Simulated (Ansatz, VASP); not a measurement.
## Al2Cu: VASP beside Ansatz

```
Al Cu
1.0
    -2.04460    2.04460    2.89140
     2.04460   -2.04460    2.89140
     2.04460    2.04460   -2.89140
Al Cu
2 1
Direct
  0.73708 0.23708 0.47417
  0.23708 0.73708 0.47417
  0.51097 0.51097 0.02194
```

Change from the starting cell: mode 4 frozen in at -0.075 Å and mode 5 at +0.000 Å (largest displacements).

Alike in both runs: task single point; functional PBE; k mesh 14 × 14 × 14; occupations gaussian, width 0.15 eV; no spin polarisation.

```csv
,VASP,Ansatz
version,VASP 6.6.1,Ansatz 0.2.0
potentials or method,"VASP PAW PBE potentials, release 64 (Al, Cu), cutoff 520 eV","scalar-relativistic, plane waves, PAW"
valence electrons in the cell,17,25
```

Ansatz gave:

```
gap on the k mesh at the Fermi level (eV)                     : none
pressure (GPa)                                                : 0.7
traceless stress, the component that is largest in VASP (GPa) : -0.34
rms of the force components (eV/Å)                            : 0.394
```

Q: What did VASP give for the same quantities?

A: gap on the k mesh at the Fermi level (eV): none; pressure (GPa): 0.8; traceless stress, the component that is largest in VASP (GPa): -0.34; rms of the force components (eV/Å): 0.393.

Atom by atom the forces differ by 0.000 eV/Å (rms over components). A gap of «none» marks a metal or a gap that the smearing closes. VASP's potentials hold 17 valence electrons a cell and Ansatz's 25, so a difference there can come from the potentials and not from the codes. Ansatz's warnings: near symmetry operations not taken.
